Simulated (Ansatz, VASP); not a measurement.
## One calculation of Se, two programs

The input INCAR:

```
PREC = Accurate
ENCUT = 520
EDIFF = 1E-6
ISMEAR = -1
SIGMA = 0.03
LREAL = F
LASPH = T
NELM = 60
ALGO = Normal
ISIF = 2
LWAVE = F
LCHARG = F
GGA = PE
NBANDS = 16
```

The input KPOINTS:

```
Automatic mesh
0
Gamma
  8 8 6
```

The input POSCAR:

```
Se
1.0
    4.3551696776     -0.0653275452     -0.0653275452
   -2.2341601525      3.8043513512     -0.0239115411
   -0.0742417500     -0.0742417500      4.9494500000
Se
3
Direct
    0.2170000000      0.0000000000      0.1666666667
    0.0000000000      0.2170000000      0.8333333333
    0.7830000000      0.7830000000      0.5000000000
```

Input for Ansatz:

```yaml
crystal:
  lattice:
    - [4.3551696776, -0.0653275452, -0.0653275452]
    - [-2.2341601525, 3.8043513512, -0.0239115411]
    - [-0.07424175, -0.07424175, 4.94945]
  atoms:
    - { symbol: Se, position: [0.217, 0.0, 0.1666666667] }
    - { symbol: Se, position: [0.0, 0.217, 0.8333333333] }
    - { symbol: Se, position: [0.783, 0.783, 0.5] }
kpoints:
  mp_grid: { grid: [8, 8, 6] }
  band_path:
    path:
      - [0.0, 0.0, 0.0]
      - [0.0, 0.0, 0.5]
      - [-0.5, 0.5, 0.0]
      - [0.0, 0.0, 0.0]
      - [0.0, -0.5, 0.0]
      - [-0.5, 0.0, 0.5]
      - [0.0, 0.0, 0.0]
      - [-0.5, 0.0, 0.0]
      - [0.0, -0.5, 0.5]
    npoints: 5
scf:
  occupations: { method: fermi_dirac, width: 0.03 }
hamiltonian:
  xc: pbe
  pseudopotentials: { kind: all_electron, lapw: { basis_error: 0.0005 } }
output:
  forces: true
  stress: true
  eigenvalues: true
```

Change from the starting cell: equal xy, yz and zx shear strains of -3 %.

Alike in both runs: task single point; functional PBE; k mesh 8 × 8 × 6; occupations fermi-dirac, width 0.03 eV; no spin polarisation.

```csv
,VASP,Ansatz
version,VASP 6.6.1,Ansatz 0.2.0
potentials or method,"VASP PAW PBE potentials, release 64 (Se), cutoff 520 eV","all-electron LAPW, scalar-relativistic"
```

|  | VASP | Ansatz | Ansatz less VASP |
| --- | --- | --- | --- |
| pressure (GPa) | 5.8 | 5.6 | -0.19 |
| traceless stress, the component that is largest in VASP (GPa) | 1.93 | 1.85 | -0.085 |
| rms of the force components (eV/Å) | 0.739 | 0.709 | -0.0298 |

Atom by atom the forces differ by 0.030 eV/Å (rms over components). Ansatz ran all-electron here, and VASP with PAW potentials.
